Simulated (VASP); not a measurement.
Input of a VASP 6.6.1 run:

File INCAR:

```
PREC = Accurate ; ENCUT = 520
EDIFF = 1E-7 ; ISMEAR = 0
SIGMA = 0.02 ; LREAL = False
LASPH = True ; NELM = 150
ALGO = Normal ; ISIF = 2
LWAVE = False ; LCHARG = False
LMAXMIX = 4 ; LDAU = True
LDAUTYPE = 2 ; LDAUL = 2 -1
LDAUU = 3.7 0 ; LDAUJ = 0 0
LDAUPRINT = 1 ; GGA = PE
NBANDS = 53
```

The input KPOINTS:

```
Automatic mesh
0
Gamma
  4 4 4
```

Contents of POSCAR:

```
Cr2O3
1.0
    2.4564000900      1.4182032500      4.4896300000
   -2.4564000900      1.4182032500      4.4896300000
    0.0000000000     -2.8364065000      4.4896300000
Cr O
4 6
Direct
    0.8475000000      0.8475000000      0.8475000000
    0.6525000000      0.6525000000      0.6525000000
    0.1525000000      0.1525000000      0.1525000000
    0.3475000000      0.3475000000      0.3475000000
    0.0519000000      0.4481000000      0.7500000000
    0.7500000000      0.0519000000      0.4481000000
    0.4481000000      0.7500000000      0.0519000000
    0.9481000000      0.5519000000      0.2500000000
    0.2500000000      0.9481000000      0.5519000000
    0.5519000000      0.2500000000      0.9481000000
```

Potentials or basis: VASP PAW PBE potentials, release 64 (Cr_pv, O).

Launch:

```bash
$ cat potpaw_PBE.64/Cr_pv/POTCAR potpaw_PBE.64/O/POTCAR > POTCAR
$ mpirun -np 1 vasp_std > vasp.out
```

Problem. What does it give for the band gap on the k mesh?

Solution. Zero (band 42 reaches 7.86 eV, above the bottom of band 43 at 7.61 eV).

Problem. Predict the largest force.

Solution. 1.251 eV/Å.

Problem. Predict the pressure.

Solution. 9.3 GPa.

Forces in eV/Å, atoms in the order of the input:
```
Cr   0.000  0.000  0.983
Cr   0.000  0.000 -0.983
Cr   0.000  0.000 -0.983
Cr   0.000  0.000  0.983
O    1.251  0.000  0.000
O   -0.626  1.084  0.000
O   -0.626 -1.084  0.000
O   -1.251  0.000  0.000
O    0.626 -1.084  0.000
O    0.626  1.084  0.000
```

Caveat: the k points lie up to 0.39 Å⁻¹ apart; the run has no spin polarisation, though such a crystal can be magnetic; U without spin polarisation on a metal has little footing; forces of over 1 eV/Å act on the atoms, so gaps and moduli don't describe the material at rest. Spin polarisation is off, so any magnetic state and its effect on volume and gap are missing.
